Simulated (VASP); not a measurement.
# Ta (R-3m) in VASP: further runs

The runs below take Ta through electric field gradients, with PBE.

Everything below comes from runs of VASP 6.6.1. Logs are shortened: lines on timing, memory, paths and dates and some standing lists are left out, and cuts for length are marked.

### 1 The cell of the first run

Symmetry: R-3m, No. 166, trigonal system. Conventional cell: a = 4.717 Å, b = 4.717 Å, c = 2.803 Å, α = 90.00°, β = 90.00°, γ = 120.00°. Ta (site symmetry -3m) has 14 Ta at 2.80 to 3.30 Å within 3.7 Å.

### 2 Electric field gradients, PBE (equal xy, yz and zx shear strains of -2 %)

The input, INCAR:

```
SYSTEM = Ta
PREC = Accurate
ENCUT = 520
EDIFF = 1E-8
ISMEAR = -1
SIGMA = 0.08
LREAL = .False.
LASPH = .True.
NELM = 80
ALGO = Normal
ISIF = 2
LWAVE = .False.
LCHARG = .False.
GGA = PE
LEFG = .True.
NBANDS = 12
```

The input, KPOINTS:

```
regular mesh
0
Gamma
  17 17 17
  0 0 0
```

The input, POSCAR:

```
Ta
1.0
   -1.6843056000      1.6512800000      1.6512800000
    1.6512800000     -1.6843056000      1.6512800000
    1.6512800000      1.6512800000     -1.6843056000
Ta
1
Direct
    0.0000000000      0.0000000000      0.0000000000
```

Potentials or basis: VASP PAW PBE potentials, release 64 (Ta_pv).

Command:

```bash
$ cat potpaw_PBE.64/Ta_pv/POTCAR > POTCAR
$ mpirun -np 1 vasp_std > vasp.out
```

OUTCAR:

```text
SYSTEM = Ta
   PREC = Accurate
   ENCUT = 520
   EDIFF = 1E-8
   ISMEAR = -1
   LREAL = .False.
   LASPH = .True.
   NELM = 80
   ISIF = 2
   GGA = PE

 ion  position               nearest neighbor table
   1  0.000  0.000  0.000-

  LATTYP: Found a trigonal (rhomboedric) cell.
 ALAT       =     2.8792944676
 COS(alpha) =    -0.3420602552

  Lattice vectors:

 A1 = (  -1.6843056000,   1.6512800000,   1.6512800000)
 A2 = (   1.6512800000,  -1.6843056000,   1.6512800000)
 A3 = (   1.6512800000,   1.6512800000,  -1.6843056000)

Analysis of symmetry for initial positions (statically):
=====================================================================
 Subroutine PRICEL returns:
 Original cell was already a primitive cell.

 Routine SETGRP: Setting up the symmetry group for a
 trigonal (rhombohedral) supercell.

 Subroutine GETGRP returns: Found 12 space group operations
 (whereof 12 operations were pure point group operations)
 out of a pool of 12 trial point group operations.

The static configuration has the point symmetry D_3d.

Analysis of symmetry for dynamics (positions and initial velocities):
=====================================================================
 Subroutine PRICEL returns:
 Original cell was already a primitive cell.

 Routine SETGRP: Setting up the symmetry group for a
 trigonal (rhombohedral) supercell.

 Subroutine GETGRP returns: Found 12 space group operations
 (whereof 12 operations were pure point group operations)
 out of a pool of 12 trial point group operations.

The dynamic configuration has the point symmetry D_3d.

 Subroutine INISYM returns: Found 12 space group operations
 (whereof 12 operations are pure point group operations),
 and found     1 'primitive' translations

----------------------------------------------------------------------------------------

                                     Primitive cell

  volume of cell :      18.0049

  direct lattice vectors                    reciprocal lattice vectors
    -1.684305600  1.651280000  1.651280000     0.006118315  0.305915748  0.305915748
     1.651280000 -1.684305600  1.651280000     0.305915748  0.006118315  0.305915748
     1.651280000  1.651280000 -1.684305600     0.305915748  0.305915748  0.006118315

  length of vectors
     2.879294468  2.879294468  2.879294468     0.432673460  0.432673460  0.432673460

  position of ions in fractional coordinates (direct lattice)
     0.000000000  0.000000000  0.000000000

  ion indices of the primitive-cell ions
   primitive index   ion index
                 1           1

----------------------------------------------------------------------------------------

 KPOINTS: regular mesh

Automatic generation of k-mesh.
 Grid dimensions read from file:
 generate k-points for:   17   17   17

 Generating k-lattice:

  Cartesian coordinates                     Fractional coordinates (reciprocal lattice)
     0.000359901  0.017995044  0.017995044     0.058823529 -0.000000000 -0.000000000
     0.017995044  0.000359901  0.017995044    -0.000000000  0.058823529 -0.000000000
     0.017995044  0.017995044  0.000359901    -0.000000000 -0.000000000  0.058823529

  Length of vectors
     0.025451380  0.025451380  0.025451380

  Shift w.r.t. Gamma in fractional coordinates (k-lattice)
     0.000000000  0.000000000  0.000000000

 Subroutine IBZKPT returns following result:
 ===========================================

 Found    489 irreducible k-points:

 Following reciprocal coordinates:
            Coordinates               Weight
  0.000000  0.000000  0.000000      1.000000
  0.058824  0.000000  0.000000      6.000000
  0.117647  0.000000  0.000000      6.000000
  0.176471  0.000000  0.000000      6.000000
  0.235294  0.000000  0.000000      6.000000
  0.294118  0.000000  0.000000      6.000000
[... 16 lines left out ...]
 -0.176471  0.058824 -0.000000     12.000000
 -0.117647  0.058824 -0.000000     12.000000
 [... further k-points ...]
   k-points           NKPTS =    489   k-points in BZ     NKDIM =    489   number of bands    NBANDS=     12
   number of dos      NEDOS =    301   number of ions     NIONS =      1
   total plane-waves  NPLWV =  13824
   dimension x,y,z NGX =    24 NGY =   24 NGZ =   24
   dimension x,y,z NGXF=    48 NGYF=   48 NGZF=   48
   ions per type =               1
   NGX,Y,Z   is equivalent  to a cutoff of  13.86, 13.86, 13.86 a.u.
   NGXF,Y,Z  is equivalent  to a cutoff of  27.71, 27.71, 27.71 a.u.
 SYSTEM =  Ta
   PREC   = accura    normal or accurate (medium, high low for compatibility)
   ISTART =      0    job   : 0-new  1-cont  2-samecut
   ICHARG =      2    charge: 1-file 2-atom 10-const
   ISPIN  =      1    spin polarized calculation?
   LNONCOLLINEAR =      F non collinear calculations
   LSORBIT =      F    spin-orbit coupling
   LASPH  =      T    aspherical Exc in radial PAW
   ENCUT  =  520.0 eV  38.22 Ry    6.18 a.u.   5.35  5.35  5.35*2*pi/ulx,y,z
   NELM   =     80;   NELMIN=  2; NELMDL= -5     # of ELM steps
   EDIFF  = 0.1E-07   stopping-criterion for ELM
   LREAL  =      F    real-space projection
   EDIFFG = 0.1E-06   stopping-criterion for IOM
   NSW    =      0    number of steps for IOM
   IBRION =     -1    ionic relax: 0-MD 1-quasi-New 2-CG
   NFREE  =      0    steps in history (QN), initial steepest desc. (CG)
   ISIF   =      2    stress and relaxation
   ISYM   =      2    0-nonsym 1-usesym 2-fastsym
   POTIM  = 0.5000    time-step for ionic-motion
   TEBEG  =    0.0;   TEEND  =   0.0 temperature during run
   PSTRESS=    0.0 pullay stress
   NELECT =      11.0000    total number of electrons
   NUPDOWN=      -1.0000    fix difference up-down
   EMIN   =  10.00;   EMAX   =-10.00  energy-range for DOS
   EFERMI =   0.00;   METHOD = LEGACY
   ISMEAR =    -1;   SIGMA  =   0.08  broadening in eV -4-tet -1-fermi 0-gaus
   EFERMI_NEDOS =   21; number of points for ismear=-14 and -15
   IALGO  =     38    algorithm
   IMIX   =      4    mixing-type and parameters
     AMIX     =   0.40;   BMIX     =  1.00
     AMIX_MAG =   1.60;   BMIX_MAG =  1.00
  volume/ion in A,a.u.               =      18.00       121.50
  Fermi-wavevector in a.u.,A,eV,Ry     =   1.389127  2.625070 26.254820  1.929675
  Thomas-Fermi vector in A             =   2.513188
   LORBIT       =      0    0 simple, 1 ext, 2 COOP (PROOUT), +10 PAW based schemes
   GGA     = PE    functional components
   LHFCALC =     F    Hartree Fock is set to
   AEXX    =    0.0000 exact exchange contribution
   IVDW    =     0    specifies the selected vdW correction
   LEPSILON=     F    determine dielectric tensor
   LRPA    =     F    only Hartree local field effects (RPA)
 non-spin polarized calculation
  energy-cutoff  :      520.00
  volume of cell :       18.00
 maximum number of plane-waves:       504
 NGX is ok and might be reduce to    24
   NGX = 11   NGY = 11   NGZ = 11

 number of electron      11.0000000 magnetization

 Free energy of the ion-electron system (eV)
  ---------------------------------------------------
  ext. energy  EPLUGINS =         0.00000000
  ---------------------------------------------------
  free energy    TOTEN  =       -11.81891016 eV

  energy without entropy =      -11.79106176  energy(sigma->0) =      -11.80498596

 E-fermi :   5.4925     XC(G=0): -12.6188

 val. band max:        5.4892545638   @ k =  -0.1176   0.2353   0.0588
 cond. band min:       5.4955449769   @ k =  -0.2353  -0.4706   0.1765
 fundamental gap:      0.0062904131
 Fermi energy:         5.4925425518

 k-point     1 :       0.0000    0.0000    0.0000
  band No.  band energies     occupation
      1     -27.6100      2.00000
      2     -27.6100      2.00000
      3     -27.5101      2.00000
      4      -2.4272      2.00000
      5       5.9010      0.01206
      6       6.3669      0.00004
      7       6.3669      0.00004
      8       9.5298      0.00000
      9       9.5298      0.00000
     10      20.1255      0.00000
     11      20.1926      0.00000
     12      20.6987      0.00000
[... 331 lines left out ...]
 k-point    24 :      -0.1176    0.0588   -0.0000
  band No.  band energies     occupation
      1     -27.7218      2.00000
      2     -27.6239      2.00000
      3     -27.5480      2.00000
      4      -1.9731      2.00000
      5       5.8125      0.03597
      6       6.0918      0.00112
      7       6.7827      0.00000
      8       9.0851      0.00000
      9       9.5847      0.00000
     10      20.1924      0.00000
     11      20.8707      0.00000
     12      21.2345      0.00000

 [... further k-points ...]

------------------------ aborting loop because EDIFF is reached ----------------------------------------

  FORCE on cell =-STRESS in cart. coord.  units (eV):
  Direction    XX          YY          ZZ          XY          YZ          ZX
  --------------------------------------------------------------------------------------
  -------------------------------------------------------------------------------------
  Total        0.3852358      0.3852358      0.3852358      0.1725206      0.1725206      0.1725206
  in kB       34.2804276     34.2804276     34.2804276     15.3518416     15.3518416     15.3518416
  external PRESSURE =      34.2804276 kB  Pullay stress =       0.0000000 kB

 VOLUME and BASIS-vectors are now :
 -----------------------------------------------------------------------------
  energy-cutoff  :      520.00
  volume of cell :       18.00
      direct lattice vectors                 reciprocal lattice vectors
    -1.684305600  1.651280000  1.651280000     0.006118315  0.305915748  0.305915748
     1.651280000 -1.684305600  1.651280000     0.305915748  0.006118315  0.305915748
     1.651280000  1.651280000 -1.684305600     0.305915748  0.305915748  0.006118315

 POSITION                                       TOTAL-FORCE (eV/Angst)
 -----------------------------------------------------------------------------------
      0.00000      0.00000      0.00000         0.000000     -0.000000      0.000000
 -----------------------------------------------------------------------------------
    total drift:                                0.000000      0.000000      0.000000

  FREE ENERGIE OF THE ION-ELECTRON SYSTEM (eV)
  ---------------------------------------------------
  free  energy   TOTEN  =       -11.8189101624 eV

  energy  without entropy=      -11.7910617600  energy(sigma->0) =      -11.80498596

 Electric field gradients (V/A^2)
---------------------------------------------------------------------
 ion       V_xx      V_yy      V_zz      V_xy      V_xz      V_yz
---------------------------------------------------------------------
   1       0.000    -0.000    -0.000    16.414    16.414    16.414
---------------------------------------------------------------------

 Electric field gradients after diagonalization (V/A^2)
 (convention: |V_zz| > |V_xx| > |V_yy|)
----------------------------------------------------------------------
 ion       V_xx      V_yy      V_zz     asymmetry (V_yy - V_xx)/ V_zz
----------------------------------------------------------------------
   1     -16.414   -16.414    32.827       0.000
----------------------------------------------------------------------

           NMR quadrupolar parameters

 Cq : quadrupolar parameter    Cq=e*Q*V_zz/h
 eta: asymmetry parameters     (V_yy - V_xx)/ V_zz
 Q  : nuclear electric quadrupole moment in mb (millibarn)
----------------------------------------------------------------------
 ion       Cq(MHz)       eta       Q (mb)
----------------------------------------------------------------------
   1       0.079       0.000       1.000
----------------------------------------------------------------------
```

Run time: 33 s. Hardware: 1 thread of Intel Xeon Platinum 8559C (Emerald Rapids), shared host; peak memory 0.23 GiB.

What came out:

```yaml
Free_energy: -11.8189 eV
Pressure: 3.4 GPa
```

Stress tensor (GPa, compression positive):
```
3.43 1.54 1.54
1.54 3.43 1.54
1.54 1.54 3.43
```

Electric field gradients, principal values (V/Å²):
```csv
atom,least,middle,greatest (by size)
1 Ta,-16.414,-16.414,32.827
```

Caveat: the cell differs from its parent crystal (equal xy, yz and zx shear strains of -2 %); without QUAD_EFG the Cq values of the log hold for a quadrupole moment of 1 mb, not for the nuclei; spin-orbit coupling is left out, which moves the levels of the heavy elements.

### 3 Electric field gradients, PBE (equal xy, yz and zx shear strains of +1 %)

The input, INCAR:

```
SYSTEM = Ta
PREC = Accurate ; ENCUT = 520
EDIFF = 1E-8 ; ISMEAR = -1
SIGMA = 0.08 ; LREAL = .FALSE.
LASPH = .TRUE. ; NELM = 80
ALGO = Normal ; ISIF = 2
LWAVE = .FALSE. ; LCHARG = .FALSE.
GGA = PE ; LEFG = .TRUE.
NBANDS = 12
```

The input, KPOINTS:

```
Automatic mesh
0
G
  17 17 17
  0 0 0
```

The input, POSCAR:

```
Ta
1.0
   -1.6347672000      1.6512800000      1.6512800000
    1.6512800000     -1.6347672000      1.6512800000
    1.6512800000      1.6512800000     -1.6347672000
Ta
1
Direct
    0.0000000000      0.0000000000      0.0000000000
```

Potentials or basis: VASP PAW PBE potentials, release 64 (Ta_pv).

Command:

```bash
$ cat potpaw_PBE.64/Ta_pv/POTCAR > POTCAR
$ mpirun -np 1 vasp_std > vasp.out
```

OUTCAR:

```text
SYSTEM = Ta
   PREC = Accurate
   ENCUT = 520
   EDIFF = 1E-8
   ISMEAR = -1
   LREAL = .FALSE.
   LASPH = .TRUE.
   NELM = 80
   ISIF = 2
   GGA = PE

 ion  position               nearest neighbor table
   1  0.000  0.000  0.000-

  LATTYP: Found a trigonal (rhomboedric) cell.
 ALAT       =     2.8505990730
 COS(alpha) =    -0.3288480252

  Lattice vectors:

 A1 = (  -1.6347672000,   1.6512800000,   1.6512800000)
[... 567 lines left out ...]
    total drift:                                0.000000      0.000000      0.000000

  FREE ENERGIE OF THE ION-ELECTRON SYSTEM (eV)
  ---------------------------------------------------
  free  energy   TOTEN  =       -11.8229440915 eV

  energy  without entropy=      -11.7953545146  energy(sigma->0) =      -11.80914930

 Electric field gradients (V/A^2)
---------------------------------------------------------------------
 ion       V_xx      V_yy      V_zz      V_xy      V_xz      V_yz
---------------------------------------------------------------------
   1      -0.000     0.000     0.000    -6.494    -6.494    -6.494
---------------------------------------------------------------------

 Electric field gradients after diagonalization (V/A^2)
 (convention: |V_zz| > |V_xx| > |V_yy|)
----------------------------------------------------------------------
 ion       V_xx      V_yy      V_zz     asymmetry (V_yy - V_xx)/ V_zz
----------------------------------------------------------------------
   1       6.494     6.494   -12.987       0.000
----------------------------------------------------------------------

           NMR quadrupolar parameters

 Cq : quadrupolar parameter    Cq=e*Q*V_zz/h
 eta: asymmetry parameters     (V_yy - V_xx)/ V_zz
 Q  : nuclear electric quadrupole moment in mb (millibarn)
----------------------------------------------------------------------
 ion       Cq(MHz)       eta       Q (mb)
----------------------------------------------------------------------
   1      -0.031       0.000       1.000
----------------------------------------------------------------------
```

OSZICAR:

```text
N       E                     dE             d eps       ncg     rms          rms(c)
DAV:   1     0.604633356889E+02    0.60463E+02   -0.61344E+03 11776   0.878E+02
DAV:   2    -0.112735568474E+02   -0.71737E+02   -0.69890E+02 13072   0.245E+02
DAV:   3    -0.122794527089E+02   -0.10059E+01   -0.99443E+00 14020   0.272E+01
DAV:   4    -0.122821353027E+02   -0.26826E-02   -0.26823E-02 12972   0.155E+00
DAV:   5    -0.122821437752E+02   -0.84726E-05   -0.84730E-05 14080   0.849E-02    0.135E+01
DAV:   6    -0.119300313504E+02    0.35211E+00   -0.28345E-01 14032   0.576E+00    0.658E+00
DAV:   7    -0.118238750297E+02    0.10616E+00   -0.25560E-01 13620   0.508E+00    0.382E-01
DAV:   8    -0.118229804150E+02    0.89461E-03   -0.72202E-03 12748   0.723E-01    0.135E-01
DAV:   9    -0.118229511004E+02    0.29315E-04   -0.13574E-04 13852   0.126E-01    0.272E-02
DAV:  10    -0.118229444284E+02    0.66720E-05   -0.40495E-06 12968   0.206E-02    0.316E-03
DAV:  11    -0.118229442753E+02    0.15304E-06   -0.21615E-07 13304   0.486E-03    0.106E-03
DAV:  12    -0.118229441152E+02    0.16009E-06   -0.18515E-08 12792   0.152E-03    0.159E-04
DAV:  13    -0.118229441024E+02    0.12781E-07   -0.24176E-10  6732   0.175E-04    0.334E-05
DAV:  14    -0.118229440921E+02    0.10325E-07   -0.30558E-11  6272   0.685E-05    0.328E-06
DAV:  15    -0.118229440915E+02    0.65029E-09   -0.37209E-12  6104   0.237E-05
   1 F= -.11822944E+02 E0= -.11809149E+02  d E =-.275896E-01
```

stdout:

```text
POSCAR found type information on POSCAR Ta
 POSCAR found :  1 types and       1 ions
 scaLAPACK will be used
 LDA part: xc-table for (Slater+PW92), standard interpolation
 POSCAR, INCAR and KPOINTS ok, starting setup
 FFT: planning ... GRIDC
 FFT: planning ... GRID_SOFT
 FFT: planning ... GRID
 WAVECAR not read
 entering main loop
ion   1
```

Wall time 37 s (1 thread of Intel Xeon Platinum 8559C (Emerald Rapids), shared host); peak memory 0.23 GiB.

Results:

```
Free energy : -11.8229 eV
Pressure    : 3.3 GPa
```

Levels at points of the mesh, in eV from the Fermi level:
```tsv
k point	band 4	band 5	band 6	band 7	band 8	band 9
(0.00, 0.00, 0.00)	-7.92	0.65	0.65	0.89	4.01	4.01
```

Electric field gradients, principal values (V/Å²):
```tsv
atom	least	middle	greatest (by size)
1 Ta	6.494	6.494	-12.987
```

Caveat: the cell differs from its parent crystal (equal xy, yz and zx shear strains of +1 %); without QUAD_EFG the Cq values of the log hold for a quadrupole moment of 1 mb, not for the nuclei; spin-orbit coupling is left out, which moves the levels of the heavy elements.
